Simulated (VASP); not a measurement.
Write the native input for VASP 6.6.1 that does the following.

```
Task                   : single point
Functional             : LDA
Potentials or basis    : VASP PAW LDA potentials, release 64 (Zn, Se)
Cutoff                 : 520 eV
k mesh                 : 13 × 13 × 13
Occupations            : fermi-dirac, width 0.1 eV
Spin                   : no spin polarisation
Dipole correction      : no
Further INCAR settings : ALGO = Normal; EDIFF = 1e-06; NBANDS = 16
```

The structure of ZnSe (rocksalt type) lies in POSCAR:

```
ZnSe
1.0
    0.0000000000      2.5534950031      2.5534950031
    2.5534950031      0.0000000000      2.5534950031
    2.5534950031      2.5534950031      0.0000000000
Zn Se
1 1
Direct
    0.0000000000      0.0000000000      0.0000000000
    0.5000000000      0.5000000000      0.5000000000
```

This cell differs from its parent crystal: volume scaled by 0.94.

The input as run:

INCAR

```
SYSTEM = ZnSe
PREC = Accurate
ENCUT = 520
EDIFF = 1E-6
ISMEAR = -1
SIGMA = 0.1
LREAL = .FALSE.
LASPH = .TRUE.
NELM = 80
ALGO = Normal
ISIF = 2
LWAVE = .FALSE.
LCHARG = .TRUE.
LELF = .TRUE.
LVHAR = .TRUE.
NBANDS = 16
```

KPOINTS

```
Automatic mesh
0
G
  13 13 13
  0 0 0
```

Potentials or basis: VASP PAW LDA potentials, release 64 (Zn, Se).

The run is started by

```sh
$ cat potpaw_LDA.64/Zn/POTCAR potpaw_LDA.64/Se/POTCAR > POTCAR
$ mpirun -np 1 vasp_std > vasp.out
```

It gave:

The pressure is 7.0 GPa and the band gap on the k mesh is zero (band 9 reaches 4.67 eV, above the bottom of band 10 at 3.46 eV).

It took 58 s on 1 thread of AMD EPYC 7R43 64-Core Processor (Zen 3), on a shared host, peak memory 0.13 GiB.
